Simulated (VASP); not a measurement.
Write the native input for VASP 6.6.1 that does the following.

- Task: single point
- Functional: PBE
- Potentials or basis: VASP PAW PBE potentials, release 64 (Ga_d, B)
- Cutoff: 520 eV
- k mesh: 4 × 4 × 4
- Occupations: gaussian, width 0.1 eV
- Spin: no spin polarisation
- Dipole correction: no
- Further INCAR settings: ALGO = Normal; EDIFF = 1e-06; NBANDS = 36

The structure of GaB12 lies in POSCAR:

```
GaB12
1.0
    0.0000000000      3.7020677900      3.7020677900
    3.7020677900      0.0000000000      3.7020677900
    3.7020677900      3.7020677900      0.0000000000
Ga B
1 12
Direct
    0.0000000000      0.0000000000      0.0000000000
    0.8370000100      0.5000000000      0.5000000000
    0.8370000100      0.5000000000      0.1629999900
    0.5000000000      0.8370000100      0.1629999900
    0.5000000000      0.8370000100      0.5000000000
    0.1629999900      0.5000000000      0.5000000000
    0.5000000000      0.1629999900      0.5000000000
    0.5000000000      0.1629999900      0.8370000100
    0.1629999900      0.5000000000      0.8370000100
    0.1629999900      0.8370000100      0.5000000000
    0.5000000000      0.5000000000      0.8370000100
    0.5000000000      0.5000000000      0.1629999900
    0.8370000100      0.1629999900      0.5000000000
```

One way to write it, as run:

INCAR

```
  ALGO = Normal
  EDIFF = 1E-6
  ENCUT = 520
  GGA = PE
  ISIF = 2
  ISMEAR = 0
  LASPH = True
  LCHARG = True
  LELF = True
  LREAL = False
  LVHAR = True
  LWAVE = False
  NBANDS = 36
  NELM = 100
  PREC = Accurate
  SIGMA = 0.1
```

KPOINTS

```
k-points
0
Gamma
  4 4 4
```

Potentials or basis: VASP PAW PBE potentials, release 64 (Ga_d, B).

The run is started by

```bash
$ cat potpaw_PBE.64/Ga_d/POTCAR potpaw_PBE.64/B/POTCAR > POTCAR
$ mpirun -np 1 vasp_std > vasp.out
```

It gave:

| Item | Value |
| --- | --- |
| Pressure | 6.5 GPa |
| Largest force | 0.238 eV/Å |

Caveat: the k points lie up to 0.37 Å⁻¹ apart.

Wall time 22 s on 1 thread of AMD EPYC 9R45 96-Core Processor (Zen 5), with other jobs on the host, peak memory 0.2 GiB.
